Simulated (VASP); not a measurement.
# NaCl (Fm-3m) in VASP: single point with HSE06

Aim: the single point of NaCl with HSE06.

Everything below comes from runs of VASP 6.6.1. Logs are shortened: lines on timing, memory, paths and dates and some standing lists are left out, and cuts for length are marked.

## (1) The cell of the first run

It takes space group Fm-3m (No. 225, cubic). Conventional cell: a = 5.661 Å, b = 5.661 Å, c = 5.661 Å, α = 90.00°, β = 90.00°, γ = 90.00°. Na (site symmetry m-3m) has 6 Cl at 2.83 Å within 3.7 Å. Within 3.7 Å of Cl (site symmetry m-3m) lie 6 Na at 2.83 Å.

## (2) Single point, HSE06 (strain +1.0%)

POSCAR reads:

```
NaCl
1.0
    0.0000000000      2.8307258136      2.8307258136
    2.8307258136      0.0000000000      2.8307258136
    2.8307258136      2.8307258136      0.0000000000
Na Cl
1 1
Direct
    0.0000000000      0.0000000000      0.0000000000
    0.5000000000      0.5000000000      0.5000000000
```

INCAR.step1 reads:

```
PREC     = Accurate       # precision mode
ENCUT    = 520            # plane-wave cutoff, eV
EDIFF    = 1E-5           # SCF threshold, eV
ISMEAR   = 0              # smearing method
SIGMA    = 0.01           # smearing width, eV
LREAL    = False          # projectors in reciprocal space
LASPH    = True           # aspherical terms in the spheres
NELM     = 60             # most SCF steps
ALGO     = Normal         # electronic algorithm
ISIF     = 2              # what is computed and relaxed
LWAVE    = True           # write WAVECAR
LCHARG   = False          # write CHGCAR
GGA      = PE             # functional
NBANDS   = 14             # bands
```

INCAR.step2 reads:

```
PREC     = Accurate       # precision mode
ENCUT    = 520            # plane-wave cutoff, eV
EDIFF    = 1E-6           # SCF threshold, eV
ISMEAR   = 0              # smearing method
SIGMA    = 0.01           # smearing width, eV
LREAL    = False          # projectors in reciprocal space
LASPH    = True           # aspherical terms in the spheres
NELM     = 60             # most SCF steps
ALGO     = Normal         # electronic algorithm
ISIF     = 2              # what is computed and relaxed
LWAVE    = False          # write WAVECAR
LCHARG   = False          # write CHGCAR
GGA      = PE             # functional
LHFCALC  = True           # exact exchange
HFSCREEN = 0.2079         # screening, 1/A
PRECFOCK = Normal       
ISTART   = 1            
NBANDS   = 14             # bands
```

KPOINTS reads:

```
regular mesh
0
Gamma
  6 6 6
```

Potentials or basis: VASP PAW PBE potentials, release 64 (Na_pv, Cl).

On the command line:

```sh
> cat potpaw_PBE.64/Na_pv/POTCAR potpaw_PBE.64/Cl/POTCAR > POTCAR
> cp INCAR.step1 INCAR
> mpirun -np 1 vasp_std > vasp.out
> cp INCAR.step2 INCAR
> mpirun -np 1 vasp_std > vasp.out
```

OUTCAR:

```text
PREC = Accurate
   ENCUT = 520
   EDIFF = 1E-6
   ISMEAR = 0
   LREAL = False
   LASPH = True
   NELM = 60
   ISIF = 2
   GGA = PE
   LHFCALC = True
   HFSCREEN = 0.2079
   PRECFOCK = Normal
   ISTART = 1

 ion  position               nearest neighbor table
   1  0.000  0.000  0.000-
   2  0.500  0.500  0.500-

  LATTYP: Found a face centered cubic cell.
 ALAT       =     5.6614516272

  Lattice vectors:

 A1 = (   0.0000000000,   2.8307258136,   2.8307258136)
 A2 = (   2.8307258136,   0.0000000000,   2.8307258136)
 A3 = (   2.8307258136,   2.8307258136,   0.0000000000)

Analysis of symmetry for initial positions (statically):
=====================================================================
 Subroutine PRICEL returns:
 Original cell was already a primitive cell.

 Routine SETGRP: Setting up the symmetry group for a
 face centered cubic supercell.

 Subroutine GETGRP returns: Found 48 space group operations
 (whereof 48 operations were pure point group operations)
 out of a pool of 48 trial point group operations.

The static configuration has the point symmetry O_h .

Analysis of symmetry for dynamics (positions and initial velocities):
=====================================================================
 Subroutine PRICEL returns:
 Original cell was already a primitive cell.

 Routine SETGRP: Setting up the symmetry group for a
 face centered cubic supercell.

 Subroutine GETGRP returns: Found 48 space group operations
 (whereof 48 operations were pure point group operations)
 out of a pool of 48 trial point group operations.

The dynamic configuration has the point symmetry O_h .

 Subroutine INISYM returns: Found 48 space group operations
 (whereof 48 operations are pure point group operations),
 and found     1 'primitive' translations

----------------------------------------------------------------------------------------

                                     Primitive cell

  volume of cell :      45.3653

  direct lattice vectors                    reciprocal lattice vectors
     0.000000000  2.830725814  2.830725814    -0.176633144  0.176633144  0.176633144
     2.830725814  0.000000000  2.830725814     0.176633144 -0.176633144  0.176633144
     2.830725814  2.830725814  0.000000000     0.176633144  0.176633144 -0.176633144

  length of vectors
     4.003250837  4.003250837  4.003250837     0.305937580  0.305937580  0.305937580

  position of ions in fractional coordinates (direct lattice)
     0.000000000  0.000000000  0.000000000
     0.500000000  0.500000000  0.500000000

  ion indices of the primitive-cell ions
   primitive index   ion index
                 1           1
                 2           2

----------------------------------------------------------------------------------------

 KPOINTS: regular mesh

Automatic generation of k-mesh.
 Grid dimensions read from file:
 generate k-points for:    6    6    6

 Generating k-lattice:

  Cartesian coordinates                     Fractional coordinates (reciprocal lattice)
    -0.029438857  0.029438857  0.029438857     0.166666667  0.000000000  0.000000000
     0.029438857 -0.029438857  0.029438857     0.000000000  0.166666667  0.000000000
     0.029438857  0.029438857 -0.029438857     0.000000000  0.000000000  0.166666667

  Length of vectors
     0.050989597  0.050989597  0.050989597

  Shift w.r.t. Gamma in fractional coordinates (k-lattice)
     0.000000000  0.000000000  0.000000000

 Subroutine IBZKPT returns following result:
 ===========================================

 Found     16 irreducible k-points:

 Following reciprocal coordinates:
            Coordinates               Weight
  0.000000  0.000000  0.000000      1.000000
  0.166667  0.000000  0.000000      8.000000
  0.333333  0.000000  0.000000      8.000000
  0.500000  0.000000  0.000000      4.000000
  0.166667  0.166667  0.000000      6.000000
  0.333333  0.166667  0.000000     24.000000
[... 8 lines left out ...]
 -0.333333  0.333333  0.166667     24.000000
 -0.333333  0.500000  0.166667     12.000000
   k-points           NKPTS =     16   k-points in BZ     NKDIM =    216   number of bands    NBANDS=     14
   number of dos      NEDOS =    301   number of ions     NIONS =      2
   total plane-waves  NPLWV =  27000
   dimension x,y,z NGX =    30 NGY =   30 NGZ =   30
   dimension x,y,z NGXF=    60 NGYF=   60 NGZF=   60
   ions per type =               1   1
   NGX,Y,Z   is equivalent  to a cutoff of  12.46, 12.46, 12.46 a.u.
   NGXF,Y,Z  is equivalent  to a cutoff of  24.92, 24.92, 24.92 a.u.
 SYSTEM =  unknown system
   PREC   = accura    normal or accurate (medium, high low for compatibility)
   ISTART =      1    job   : 0-new  1-cont  2-samecut
   ICHARG =      0    charge: 1-file 2-atom 10-const
   ISPIN  =      1    spin polarized calculation?
   LNONCOLLINEAR =      F non collinear calculations
   LSORBIT =      F    spin-orbit coupling
   LASPH  =      T    aspherical Exc in radial PAW
   ENCUT  =  520.0 eV  38.22 Ry    6.18 a.u.   7.44  7.44  7.44*2*pi/ulx,y,z
   NELM   =     60;   NELMIN=  2; NELMDL=  0     # of ELM steps
   EDIFF  = 0.1E-05   stopping-criterion for ELM
   LREAL  =      F    real-space projection
   EDIFFG = 0.1E-04   stopping-criterion for IOM
   NSW    =      0    number of steps for IOM
   IBRION =     -1    ionic relax: 0-MD 1-quasi-New 2-CG
   NFREE  =      0    steps in history (QN), initial steepest desc. (CG)
   ISIF   =      2    stress and relaxation
   ISYM   =      3    0-nonsym 1-usesym 2-fastsym
   POTIM  = 0.5000    time-step for ionic-motion
   TEBEG  =    0.0;   TEEND  =   0.0 temperature during run
   PSTRESS=    0.0 pullay stress
   NELECT =      14.0000    total number of electrons
   NUPDOWN=      -1.0000    fix difference up-down
   EMIN   =  10.00;   EMAX   =-10.00  energy-range for DOS
   EFERMI =   0.00;   METHOD = LEGACY
   ISMEAR =     0;   SIGMA  =   0.01  broadening in eV -4-tet -1-fermi 0-gaus
   EFERMI_NEDOS =   21; number of points for ismear=-14 and -15
   IALGO  =     38    algorithm
   IMIX   =      1    mixing-type and parameters
     AMIX     =   0.40;   BMIX     =  1.00
     AMIX_MAG =   1.60;   BMIX_MAG =  1.00
  volume/ion in A,a.u.               =      22.68       153.07
  Fermi-wavevector in a.u.,A,eV,Ry     =   1.106309  2.090621 16.652432  1.223919
  Thomas-Fermi vector in A             =   2.242808
   LORBIT       =      0    0 simple, 1 ext, 2 COOP (PROOUT), +10 PAW based schemes
   GGA     = PE    functional components
   LHFCALC =     T    Hartree Fock is set to
   PRECFOCK=normal    Normal, Fast or Accurate (Low or Medium for compatibility)
   ENCUT4O =  -1.0   cutoff for four orbital integrals eV
   NKREDX  =     1    reduce k-point grid by
   NKREDY  =     1    reduce k-point grid by
   NKREDZ  =     1    reduce k-point grid by
   AEXX    =    0.2500 exact exchange contribution
   HFSCREEN=    0.2079 screening length (either q_TF or 0.3 A-1)
   HFSCREENC=   0.2079 screening length for correlation (either q_TF or 0.3 A-1)
   ENCUTFOCK=  -1.0 apply spherical cutoff to Coloumb kernel
   IVDW    =     0    specifies the selected vdW correction
   LEPSILON=     F    determine dielectric tensor
   LRPA    =     F    only Hartree local field effects (RPA)
 non-spin polarized calculation
 Gauss-broadening in eV      SIGMA  =   0.01
  energy-cutoff  :      520.00
  volume of cell :       45.37
 maximum number of plane-waves:      1243
 NGX is ok and might be reduce to    30
  NGX = 24; NGY = 24; NGZ = 24

 number of electron      13.9999993 magnetization

 Free energy of the ion-electron system (eV)
  ---------------------------------------------------
  ext. energy  EPLUGINS =         0.00000000
  ---------------------------------------------------
  free energy    TOTEN  =        -7.87836805 eV

  energy without entropy =       -7.87836805  energy(sigma->0) =       -7.87836805

 E-fermi :  -1.7389     XC(G=0):  -6.7608

 val. band max:       -1.7902767804   @ k =   0.0000   0.0000   0.0000
 cond. band min:       4.6354638937   @ k =   0.0000   0.0000   0.0000
 fundamental gap:      6.4257406741
 Fermi energy:        -1.7389355690

 k-point     1 :       0.0000    0.0000    0.0000
  band No.  band energies     occupation
      1     -24.6955      2.00000
      2     -24.6955      2.00000
      3     -24.6955      2.00000
      4     -15.6133      2.00000
      5      -1.7903      2.00000
      6      -1.7903      2.00000
      7      -1.7903      2.00000
      8       4.6355      0.00000
      9      10.8108      0.00000
     10      10.8108      0.00000
     11      10.8108      0.00000
     12      13.1217      0.00000
     13      13.1217      0.00000
     14      14.4211      0.00000

 k-point     2 :       0.1667    0.0000    0.0000
  band No.  band energies     occupation
      1     -24.7020      2.00000
      2     -24.6959      2.00000
      3     -24.6959      2.00000
      4     -15.5293      2.00000
      5      -2.3970      2.00000
      6      -1.8624      2.00000
      7      -1.8624      2.00000
      8       5.4558      0.00000
      9       9.9665      0.00000
     10      11.1048      0.00000
     11      11.1048      0.00000
     12      12.7641      0.00000
     13      12.7641      0.00000
     14      15.6310      0.00000

 k-point     3 :       0.3333    0.0000    0.0000
  band No.  band energies     occupation
      1     -24.7150      2.00000
      2     -24.6966      2.00000
      3     -24.6966      2.00000
      4     -15.3540      2.00000
      5      -3.3735      2.00000
      6      -2.0008      2.00000
      7      -2.0008      2.00000
      8       6.5979      0.00000
      9       9.7432      0.00000
     10      10.9159      0.00000
     11      10.9159      0.00000
     12      13.8692      0.00000
     13      13.8692      0.00000
     14      14.9557      0.00000
[... 188 lines left out ...]
 k-point    15 :      -0.3333    0.3333    0.1667
  band No.  band energies     occupation
      1     -24.7131      2.00000
      2     -24.7052      2.00000
      3     -24.7007      2.00000
      4     -15.2090      2.00000
      5      -3.3220      2.00000
      6      -2.8171      2.00000
      7      -2.3455      2.00000
      8       8.5035      0.00000
      9       8.8317      0.00000
     10       9.6068      0.00000
     11      11.6074      0.00000
     12      14.0189      0.00000
     13      15.4818      0.00000
     14      16.6311      0.00000

 k-point    16 :      -0.3333    0.5000    0.1667
  band No.  band energies     occupation
      1     -24.7106      2.00000
      2     -24.7053      2.00000
      3     -24.7039      2.00000
      4     -15.1949      2.00000
      5      -3.2962      2.00000
      6      -2.7455      2.00000
      7      -2.5336      2.00000
      8       8.0382      0.00000
      9       8.4723      0.00000
     10      10.1582      0.00000
     11      11.8144      0.00000
     12      15.0066      0.00000
     13      16.1696      0.00000
     14      16.2208      0.00000

------------------------ aborting loop because EDIFF is reached ----------------------------------------

  FORCE on cell =-STRESS in cart. coord.  units (eV):
  Direction    XX          YY          ZZ          XY          YZ          ZX
  --------------------------------------------------------------------------------------
  -------------------------------------------------------------------------------------
  Total       -0.0225004     -0.0225004     -0.0225004      0.0000000      0.0000000     -0.0000000
  in kB       -0.7946544     -0.7946544     -0.7946544      0.0000000      0.0000000     -0.0000000
  external PRESSURE =      -0.7946544 kB  Pullay stress =       0.0000000 kB

 VOLUME and BASIS-vectors are now :
 -----------------------------------------------------------------------------
  energy-cutoff  :      520.00
  volume of cell :       45.37
      direct lattice vectors                 reciprocal lattice vectors
     0.000000000  2.830725814  2.830725814    -0.176633144  0.176633144  0.176633144
     2.830725814  0.000000000  2.830725814     0.176633144 -0.176633144  0.176633144
     2.830725814  2.830725814  0.000000000     0.176633144  0.176633144 -0.176633144

 POSITION                                       TOTAL-FORCE (eV/Angst)
 -----------------------------------------------------------------------------------
      0.00000      0.00000      0.00000        -0.000000      0.000000     -0.000000
      2.83073      2.83073      2.83073         0.000000      0.000000      0.000000
 -----------------------------------------------------------------------------------
    total drift:                                0.000003     -0.000008     -0.000006

  FREE ENERGIE OF THE ION-ELECTRON SYSTEM (eV)
  ---------------------------------------------------
  free  energy   TOTEN  =        -7.8783680550 eV

  energy  without entropy=       -7.8783680550  energy(sigma->0) =       -7.87836805
```

Run time: 21 min. Hardware: 1 thread of Intel Xeon 8259CL, shared host; peak memory 0.28 GiB.

Results:

```
Free energy            : -7.8784 eV
Pressure               : -0.1 GPa
Band gap on the k mesh : 6.43 eV
```

Caveat: the cell differs from its parent crystal (strain +1.0%); the PAW data sets were made with another functional, which shifts forces and pressure a little.
